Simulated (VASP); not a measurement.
Set up this calculation in VASP 6.6.1, as the native input.

```yaml
Task: single point
Functional: r2SCAN
Potentials_or_basis: VASP PAW PBE potentials, release 64 (W_sv)
Cutoff: 520 eV
k_mesh: 6 × 6 × 6
Occupations: gaussian, width 0.1 eV
Spin: no spin polarisation
Dipole_correction: no
Further_INCAR_settings: ALGO = Normal; EDIFF = 1e-06; NBANDS = 28
```

W:

```
W
1.0
     1.38123    0.79746    7.42440
    -1.38123    0.79746    7.42440
     0.00000   -1.59491    7.42440
W
3
Direct
  0.00000 0.00000 0.00000
  0.22233 0.22233 0.22233
  0.77767 0.77767 0.77767
```

These files were run (other wordings do the same):

POSCAR

```
W
1.0
    1.3812326830      0.7974550614      7.4244004316
   -1.3812326830      0.7974550614      7.4244004316
    0.0000000000     -1.5949101228      7.4244004316
W
3
Direct
    0.0000000000      0.0000000000      0.0000000000
    0.2223320979      0.2223320979      0.2223320979
    0.7776679021      0.7776679021      0.7776679021
```

INCAR.step1

```
PREC = Accurate
ENCUT = 520
ISMEAR = 0
SIGMA = 0.1
LREAL = F
LASPH = T
NELM = 80
NBANDS = 28
GGA = PE
ALGO = Normal
EDIFF = 1E-4
LWAVE = T
LCHARG = F
```

INCAR.step2

```
PREC = Accurate
ENCUT = 520
EDIFF = 1E-6
ISMEAR = 0
SIGMA = 0.1
LREAL = F
LASPH = T
NELM = 80
ALGO = Normal
ISIF = 2
LWAVE = F
LCHARG = T
METAGGA = R2SCAN
LMIXTAU = T
LELF = T
LVHAR = T
NBANDS = 28
ISTART = 1
```

KPOINTS

```
Automatic mesh
0
Gamma
  6 6 6
```

Potentials or basis: VASP PAW PBE potentials, release 64 (W_sv).

Launch:

```console
$ cat potpaw_PBE.64/W_sv/POTCAR > POTCAR
$ cp INCAR.step1 INCAR
$ mpirun -np 1 vasp_std > vasp.out
$ cp INCAR.step2 INCAR
$ mpirun -np 1 vasp_std > vasp.out
```

Results of the run:

```
Pressure               : 1.1 GPa
Largest force          : 0.006 eV/Å
Band gap on the k mesh : zero (bands 21 and 22 overlap by 1.23 eV)
```

Caveat: the k points lie up to 0.44 Å⁻¹ apart, too coarse for converged energies and pressures of a metal; the PAW data sets were made with another functional, which shifts forces and pressure a little; spin-orbit coupling is left out, which moves the levels of the heavy elements.

It took 10 min on 1 thread of Intel(R) Xeon(R) 6975P-C (Granite Rapids), on a shared host, peak memory 0.47 GiB.
